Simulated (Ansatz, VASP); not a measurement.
# Al2InN3 in VASP and in Ansatz

File INCAR:

```
ALGO = Normal
EDIFF = 1E-6
ENCUT = 520
GGA = PE
ISIF = 2
ISMEAR = 0
LASPH = T
LCHARG = F
LREAL = F
LWAVE = F
NBANDS = 46
NELM = 60
PREC = Accurate
SIGMA = 0.05
```

File KPOINTS:

```
k-points
0
Gamma
  6 6 6
```

File POSCAR:

```
Al2InN3
1.0
    4.8935015037     -2.7399849058      0.0000000000
    4.8935015037      2.7399849058      0.0000000000
    0.0000000000      0.0000000000      5.2244459819
Al In N
4 2 6
Direct
    0.0084427086      0.3348641725      0.9917411822
    0.6651358275      0.9915572914      0.9917411822
    0.9915572914      0.6651358275      0.4917411822
    0.3348641725      0.0084427086      0.4917411822
    0.3220722962      0.6779277038      0.9869930315
    0.6779277038      0.3220722962      0.4869930315
    0.0367610679      0.3336262977      0.3556963910
    0.6663737023      0.9632389321      0.3556963910
    0.9632389321      0.6663737023      0.8556963910
    0.3336262977      0.0367610679      0.8556963910
    0.2982358752      0.7017641248      0.4061317922
    0.7017641248      0.2982358752      0.9061317922
```

Input for Ansatz:

```yaml
crystal:
  lattice:
    - [4.8935015037, -2.7399849058, 0.0]
    - [4.8935015037, 2.7399849058, 0.0]
    - [0.0, 0.0, 5.2244459819]
  atoms:
    - { symbol: Al, position: [0.0084427086, 0.3348641725, 0.9917411822] }
    - { symbol: Al, position: [0.6651358275, 0.9915572914, 0.9917411822] }
    - { symbol: Al, position: [0.9915572914, 0.6651358275, 0.4917411822] }
    - { symbol: Al, position: [0.3348641725, 0.0084427086, 0.4917411822] }
    - { symbol: In, position: [0.3220722962, 0.6779277038, 0.9869930315] }
    - { symbol: In, position: [0.6779277038, 0.3220722962, 0.4869930315] }
    - { symbol: "N", position: [0.0367610679, 0.3336262977, 0.355696391] }
    - { symbol: "N", position: [0.6663737023, 0.9632389321, 0.355696391] }
    - { symbol: "N", position: [0.9632389321, 0.6663737023, 0.855696391] }
    - { symbol: "N", position: [0.3336262977, 0.0367610679, 0.855696391] }
    - { symbol: "N", position: [0.2982358752, 0.7017641248, 0.4061317922] }
    - { symbol: "N", position: [0.7017641248, 0.2982358752, 0.9061317922] }
basis:
  ecutwfc: 520.0
kpoints:
  mp_grid: { grid: [6, 6, 6] }
hamiltonian:
  xc: pbe
  pseudopotentials: { kind: paw, azcp: { folder: soft_1 } }
scf:
  occupations: { method: gaussian, width: 0.05 }
output:
  forces: true
  stress: true
  eigenvalues: true
```

Change from the starting cell: volume 11.675 Å^3 an atom, stretch along b over the lengths across it, relative to the relaxed cell 0.9736.

Alike in both runs: task single point; functional PBE; k mesh 6 × 6 × 6; occupations gaussian, width 0.05 eV; no spin polarisation.

|  | VASP | Ansatz |
| --- | --- | --- |
| version | VASP 6.6.1 | Ansatz 0.2.0 |
| potentials or method | VASP PAW PBE potentials, release 64 (Al, In_d, N), cutoff 520 eV | scalar-relativistic, plane waves, PAW |
| valence electrons in the cell | 68 | 68 |

VASP gave:

| Quantity | Value |
| --- | --- |
| gap on the k mesh at the Fermi level (eV) | 2.37 |
| least direct gap on the mesh (eV) | 2.37 |
| pressure (GPa) | 7.6 |
| traceless stress, the component that is largest in VASP (GPa) | 5.86 |
| rms of the force components (eV/Å) | 0.196 |

**Question.** Which values does Ansatz return?

**Answer.** gap on the k mesh at the Fermi level (eV): 2.37; least direct gap on the mesh (eV): 2.37; pressure (GPa): 7.7; traceless stress, the component that is largest in VASP (GPa): 5.83; rms of the force components (eV/Å): 0.195.

Atom by atom the forces differ by 0.010 eV/Å (rms over components).
